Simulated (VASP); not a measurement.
# LaPSe4 (F-43m) in VASP: a series of runs

LaPSe4 is run at these levels: PBE; tasks: single point.

All numbers are computed with VASP 6.6.1; they aren't measurements. Logs are shortened: lines on timing, memory, paths and dates and some standing lists are left out, and cuts for length are marked.

## 1. The cell of the first run

It takes space group F-43m (No. 216, cubic). Conventional cell: a = 8.137 Å, b = 8.137 Å, c = 8.137 Å, α = 90.00°, β = 90.00°, γ = 90.00°. Within 4.4 Å of La (site symmetry -43m) lie 12 Se at 3.38 Å and 4 P at 3.52 Å. Within 4.4 Å of P (site symmetry -43m) lie 12 Se at 3.37 Å and 4 La at 3.52 Å. Se (site symmetry 3m) has 6 Se at 2.84 to 2.92 Å and 3 P at 3.37 Å and 3 La at 3.38 Å within 3.7 Å.

## 2. Single point, PBE

INCAR

```
PREC     = Accurate       # precision mode
ENCUT    = 500            # plane-wave cutoff, eV
EDIFF    = 1E-6           # SCF threshold, eV
ISMEAR   = 0              # smearing method
SIGMA    = 0.15           # smearing width, eV
LREAL    = F              # projectors in reciprocal space
LASPH    = T              # aspherical terms in the spheres
NELM     = 200            # most SCF steps
ALGO     = Normal         # electronic algorithm
ISIF     = 2              # what is computed and relaxed
LWAVE    = F              # write WAVECAR
LCHARG   = F              # write CHGCAR
GGA      = PE             # functional
NBANDS   = 29             # bands
GGA_COMPAT= F            
LMAXMIX  = 6              # l up to which the mixer works
```

KPOINTS

```
regular mesh
0
Gamma
  3 3 3
```

POSCAR

```
LaPSe4
1.0
    0.0000000000      4.0684936918      4.0684936918
    4.0684936918      0.0000000000      4.0684936918
    4.0684936918      4.0684936918      0.0000000000
La P Se
1 1 4
Direct
    0.2500000000      0.2500000000      0.2500000000
    0.0000000000      0.0000000000      0.0000000000
    0.1198804989      0.6267065004      0.6267065004
    0.6267065004      0.6267065004      0.6267065004
    0.6267065004      0.1198804989      0.6267065004
    0.6267065004      0.6267065004      0.1198804989
```

Potentials or basis: VASP PAW PBE potentials, release 64 (La, P, Se).

Launch:

```console
$ cat potpaw_PBE.64/La/POTCAR potpaw_PBE.64/P/POTCAR potpaw_PBE.64/Se/POTCAR > POTCAR
$ mpirun -np 1 vasp_std > vasp.out
```

OUTCAR:

```text
PREC = Accurate
   ENCUT = 500
   EDIFF = 1E-6
   ISMEAR = 0
   LREAL = F
   LASPH = T
   NELM = 200
   ISIF = 2
   GGA = PE

 ion  position               nearest neighbor table
   1  0.250  0.250  0.250-
   2  0.000  0.000  0.000-
   3  0.120  0.627  0.627-
   4  0.627  0.627  0.627-
   5  0.627  0.120  0.627-
   6  0.627  0.627  0.120-

  LATTYP: Found a face centered cubic cell.
 ALAT       =     8.1369873836

  Lattice vectors:

 A1 = (   0.0000000000,   4.0684936918,   4.0684936918)
 A2 = (   4.0684936918,   0.0000000000,   4.0684936918)
 A3 = (   4.0684936918,   4.0684936918,   0.0000000000)

Analysis of symmetry for initial positions (statically):
=====================================================================
 Subroutine PRICEL returns:
 Original cell was already a primitive cell.

 Routine SETGRP: Setting up the symmetry group for a
 face centered cubic supercell.

 Subroutine GETGRP returns: Found 24 space group operations
 (whereof 24 operations were pure point group operations)
 out of a pool of 48 trial point group operations.

The static configuration has the point symmetry T_d .

Analysis of symmetry for dynamics (positions and initial velocities):
=====================================================================
 Subroutine PRICEL returns:
 Original cell was already a primitive cell.

 Routine SETGRP: Setting up the symmetry group for a
 face centered cubic supercell.

 Subroutine GETGRP returns: Found 24 space group operations
 (whereof 24 operations were pure point group operations)
 out of a pool of 48 trial point group operations.

The dynamic configuration has the point symmetry T_d .

 Subroutine INISYM returns: Found 24 space group operations
 (whereof 24 operations are pure point group operations),
 and found     1 'primitive' translations

----------------------------------------------------------------------------------------

                                     Primitive cell

  volume of cell :     134.6886

  direct lattice vectors                    reciprocal lattice vectors
     0.000000000  4.068493692  4.068493692    -0.122895607  0.122895607  0.122895607
     4.068493692  0.000000000  4.068493692     0.122895607 -0.122895607  0.122895607
     4.068493692  4.068493692  0.000000000     0.122895607  0.122895607 -0.122895607
[... 71 lines left out ...]
   EDIFF  = 0.1E-05   stopping-criterion for ELM
   LREAL  =      F    real-space projection
   EDIFFG = 0.1E-04   stopping-criterion for IOM
   NSW    =      0    number of steps for IOM
   IBRION =     -1    ionic relax: 0-MD 1-quasi-New 2-CG
   NFREE  =      0    steps in history (QN), initial steepest desc. (CG)
   ISIF   =      2    stress and relaxation
   ISYM   =      2    0-nonsym 1-usesym 2-fastsym
   POTIM  = 0.5000    time-step for ionic-motion
   TEBEG  =    0.0;   TEEND  =   0.0 temperature during run
   PSTRESS=    0.0 pullay stress
   NELECT =      40.0000    total number of electrons
   NUPDOWN=      -1.0000    fix difference up-down
   EMIN   =  10.00;   EMAX   =-10.00  energy-range for DOS
   EFERMI =   0.00;   METHOD = LEGACY
   ISMEAR =     0;   SIGMA  =   0.15  broadening in eV -4-tet -1-fermi 0-gaus
   EFERMI_NEDOS =   21; number of points for ismear=-14 and -15
   IALGO  =     38    algorithm
   IMIX   =      4    mixing-type and parameters
     AMIX     =   0.40;   BMIX     =  1.00
     AMIX_MAG =   1.60;   BMIX_MAG =  1.00
  volume/ion in A,a.u.               =      22.45       151.49
  Fermi-wavevector in a.u.,A,eV,Ry     =   1.092239  2.064033 16.231573  1.192987
  Thomas-Fermi vector in A             =   2.228501
   LORBIT       =      0    0 simple, 1 ext, 2 COOP (PROOUT), +10 PAW based schemes
   GGA     = PE    functional components
   LHFCALC =     F    Hartree Fock is set to
   AEXX    =    0.0000 exact exchange contribution
   IVDW    =     0    specifies the selected vdW correction
   LEPSILON=     F    determine dielectric tensor
   LRPA    =     F    only Hartree local field effects (RPA)
 non-spin polarized calculation
 Gauss-broadening in eV      SIGMA  =   0.15
  energy-cutoff  :      500.00
  volume of cell :      134.69
 maximum number of plane-waves:      3479
 NGX is ok and might be reduce to    42
   NGX = 21   NGY = 21   NGZ = 21

 number of electron      40.0000001 magnetization

 Free energy of the ion-electron system (eV)
  ---------------------------------------------------
  ext. energy  EPLUGINS =         0.00000000
  ---------------------------------------------------
  free energy    TOTEN  =       -24.65217706 eV

  energy without entropy =      -24.55101248  energy(sigma->0) =      -24.60159477

 E-fermi :   6.3641     XC(G=0): -10.3116

 val. band max:        6.3008087306   @ k =   0.3333   0.3333   0.0000
 cond. band min:       6.4191167557   @ k =   0.3333   0.3333   0.0000
 fundamental gap:      0.1183080251
 Fermi energy:         6.3641289157

 k-point     1 :       0.0000    0.0000    0.0000
  band No.  band energies     occupation
      1     -26.4560      2.00000
      2     -10.1742      2.00000
      3     -10.1742      2.00000
      4     -10.1742      2.00000
      5      -9.2304      2.00000
      6      -5.6677      2.00000
[... 117 lines left out ...]
     28       8.4651      0.00000
     29       8.5524      0.00000

------------------------ aborting loop because EDIFF is reached ----------------------------------------

  FORCE on cell =-STRESS in cart. coord.  units (eV):
  Direction    XX          YY          ZZ          XY          YZ          ZX
  --------------------------------------------------------------------------------------
  -------------------------------------------------------------------------------------
  Total       -0.2454942     -0.2454942     -0.2454942     -0.0000000      0.0000000     -0.0000000
  in kB       -2.9202553     -2.9202553     -2.9202553     -0.0000000      0.0000000     -0.0000000
  external PRESSURE =      -2.9202553 kB  Pullay stress =       0.0000000 kB

 VOLUME and BASIS-vectors are now :
 -----------------------------------------------------------------------------
  energy-cutoff  :      500.00
  volume of cell :      134.69
      direct lattice vectors                 reciprocal lattice vectors
     0.000000000  4.068493692  4.068493692    -0.122895607  0.122895607  0.122895607
     4.068493692  0.000000000  4.068493692     0.122895607 -0.122895607  0.122895607
     4.068493692  4.068493692  0.000000000     0.122895607  0.122895607 -0.122895607

 POSITION                                       TOTAL-FORCE (eV/Angst)
 -----------------------------------------------------------------------------------
      2.03425      2.03425      2.03425         0.000000      0.000000      0.000000
      0.00000      0.00000      0.00000         0.000000      0.000000      0.000000
      5.09950      3.03748      3.03748         0.024086     -0.024086     -0.024086
      5.09950      5.09950      5.09950         0.024086      0.024086      0.024086
      3.03748      5.09950      3.03748        -0.024086      0.024086     -0.024086
      3.03748      3.03748      5.09950        -0.024086     -0.024086      0.024086
 -----------------------------------------------------------------------------------
    total drift:                                0.000000      0.000000      0.000000

  FREE ENERGIE OF THE ION-ELECTRON SYSTEM (eV)
  ---------------------------------------------------
  free  energy   TOTEN  =       -24.6521770553 eV

  energy  without entropy=      -24.5510124827  energy(sigma->0) =      -24.60159477
```

stdout:

```text
POSCAR found type information on POSCAR LaP Se
 POSCAR found :  3 types and       6 ions
 scaLAPACK will be used
 LDA part: xc-table for (Slater+PW92), standard interpolation
 POSCAR, INCAR and KPOINTS ok, starting setup
 FFT: planning ... GRIDC
 FFT: planning ... GRID_SOFT
 FFT: planning ... GRID
 WAVECAR not read
 entering main loop
```

Wall time 30 s (1 thread of Intel Xeon 6975P-C (Granite Rapids), shared host); peak memory 0.26 GiB.

What came out:

```yaml
Free_energy: -24.6522 eV
Pressure: -0.3 GPa
Largest_force: 0.042 eV/Å
Band_gap_on_the_k_mesh: zero (band 20 reaches 7.40 eV, above the bottom of band 21 at 6.29 eV)
```

Forces in eV/Å, atoms in the order of the input:
```
La   0.000  0.000  0.000
P    0.000  0.000  0.000
Se   0.024 -0.024 -0.024
Se   0.024  0.024  0.024
Se  -0.024  0.024 -0.024
Se  -0.024 -0.024  0.024
```

Levels at points of the mesh, in eV from the Fermi level:
```csv
k point,band 15,band 16,band 17,band 18,band 19,band 20,band 21,band 22,band 23,band 24
"(0.00, 0.00, 0.00)",-4.21,-0.79,-0.79,-0.79,1.04,1.04,1.04,2.06,2.06,2.06
```

Caveat: the k points lie up to 0.45 Å⁻¹ apart; spin-orbit coupling is left out, which moves the levels of the heavy elements.

## 3. Single point, PBE

INCAR

```
PREC = Accurate
ENCUT = 500
EDIFF = 1E-6
ISMEAR = 0
SIGMA = 0.15
LREAL = F
LASPH = T
NELM = 200
ALGO = Normal
ISIF = 2
LWAVE = F
LCHARG = T
GGA = PE
LELF = T
LVHAR = T
NBANDS = 29
GGA_COMPAT = F
LMAXMIX = 6
```

KPOINTS is that of step 2.

POSCAR

```
LaPSe4
1.0
    0.0000000000      4.0674884023      4.0674884023
    4.0674884023      0.0000000000      4.0674884023
    4.0674884023      4.0674884023      0.0000000000
La P Se
1 1 4
Direct
    0.0000000000      0.0000000000      0.0000000000
    0.7500000000      0.7500000000      0.7500000000
    0.8697180168      0.3767606611      0.3767606611
    0.3767606611      0.3767606611      0.3767606611
    0.3767606611      0.8697180168      0.3767606611
    0.3767606611      0.3767606611      0.8697180168
```

Potentials or basis: VASP PAW PBE potentials, release 64 (La, P, Se).

Launch:

```console
$ cat potpaw_PBE.64/La/POTCAR potpaw_PBE.64/P/POTCAR potpaw_PBE.64/Se/POTCAR > POTCAR
$ mpirun -np 1 vasp_std > vasp.out
```

Wall time 25 s (1 thread of Intel Xeon 6975P-C (Granite Rapids), shared host); peak memory 0.26 GiB.

Results (log left out):

```yaml
Free_energy: -24.6525 eV
Pressure: -0.2 GPa
Largest_force: 0.031 eV/Å
Band_gap_on_the_k_mesh: zero (band 20 reaches 7.41 eV, above the bottom of band 21 at 6.30 eV)
```

Forces in eV/Å, atoms in the order of the input:
```
La   0.000  0.000  0.000
P    0.000  0.000  0.000
Se   0.018 -0.018 -0.018
Se   0.018  0.018  0.018
Se  -0.018  0.018 -0.018
Se  -0.018 -0.018  0.018
```

Levels at points of the mesh, in eV from the Fermi level:
| k point | band 16 | band 17 | band 18 | band 19 | band 20 | band 21 | band 22 | band 23 |
| --- | --- | --- | --- | --- | --- | --- | --- | --- |
| (0.00, 0.00, 0.00) | -0.79 | -0.79 | -0.79 | 1.04 | 1.04 | 1.04 | 2.06 | 2.06 |

Caveat: the k points lie up to 0.45 Å⁻¹ apart; spin-orbit coupling is left out, which moves the levels of the heavy elements.
